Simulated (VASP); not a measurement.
AlN: single point with PBEsol

Crystal: AlN.

```
Al N
1.0
     3.45185    0.00000    0.00000
    -1.72593    2.98939    0.00000
     0.00000    0.00000    4.05972
Al N
2 2
Cartesian
  0.0000 1.9929 3.0448
  1.7259 0.9965 1.0149
  0.0000 1.9929 1.0149
  1.7259 0.9965 3.0448
```

This cell differs from its parent crystal: volume 10.473 Å^3 an atom, c/a of the conventional cell 1.1761.

- Program: VASP 6.6.1
- Task: single point
- Functional: PBEsol
- Potentials or basis: VASP PAW PBE potentials, release 64 (Al, N)
- Cutoff: 520 eV
- k mesh: 9 × 9 × 6
- Occupations: gaussian, width 0.05 eV
- Spin: no spin polarisation

```yaml
Pressure: -13.0 GPa
Band_gap_on_the_k_mesh: 3.06 eV, direct
```

Stress tensor (GPa, compression positive):
```
-16.72   0.00   0.00
  0.00 -16.72   0.00
  0.00   0.00  -5.70
```

Levels at points of the mesh, in eV from the valence-band top:
```tsv
k point	band 6	band 7	band 8	band 9	band 10	band 11
(0.00, 0.00, 0.00)	-1.05	-1.05	0.00	3.06	4.06	7.86
(0.00, 0.00, 0.50)	-2.08	-2.08	-2.08	5.56	5.56	7.95
```

Run time: 19 s on 1 thread of Intel(R) Xeon(R) Platinum 8488C (Sapphire Rapids), with other jobs on the host, peak memory 0.16 GiB.

Caveat: the PAW data sets were made with another functional, which shifts forces and pressure a little.
